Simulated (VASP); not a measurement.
A run of VASP 6.6.1:

INCAR

```
SYSTEM = LiH2
PREC = Accurate ; ENCUT = 520
EDIFF = 1E-7 ; ISMEAR = 0
SIGMA = 0.1 ; LREAL = .False.
LASPH = .True. ; NELM = 80
ALGO = Normal ; ISIF = 2
LWAVE = .False. ; LCHARG = .True.
GGA = PE ; LELF = .True.
LVHAR = .True. ; NBANDS = 10
```

KPOINTS

```
Automatic mesh
0
Gamma
  12 12 12
  0 0 0
```

POSCAR

```
LiH2
1.0
    1.5962891052      0.9216179446      2.5973207601
   -1.5962891052      0.9216179446      2.5973207601
    0.0000000000     -1.8432358892      2.5973207601
Li H
1 2
Direct
    0.0125437422      0.0125437422      0.0125437422
    0.7282521481      0.7282521481      0.7282521481
    0.5925041097      0.5925041097      0.5925041097
```

Potentials or basis: VASP PAW PBE potentials, release 64 (Li_sv, H).

Command:

```console
$ cat potpaw_PBE.64/Li_sv/POTCAR potpaw_PBE.64/H/POTCAR > POTCAR
$ mpirun -np 1 vasp_std > vasp.out
```

Hardware: 1 thread of AMD EPYC 9R45 (Zen 5), with other jobs on the host.

**Question.** How long does it take, and how much memory?

**Answer.** Run time: 19 s on 1 thread of AMD EPYC 9R45 (Zen 5) (shared host), peak memory 0.13 GiB. Counts: scf iterations 12, k points 189.
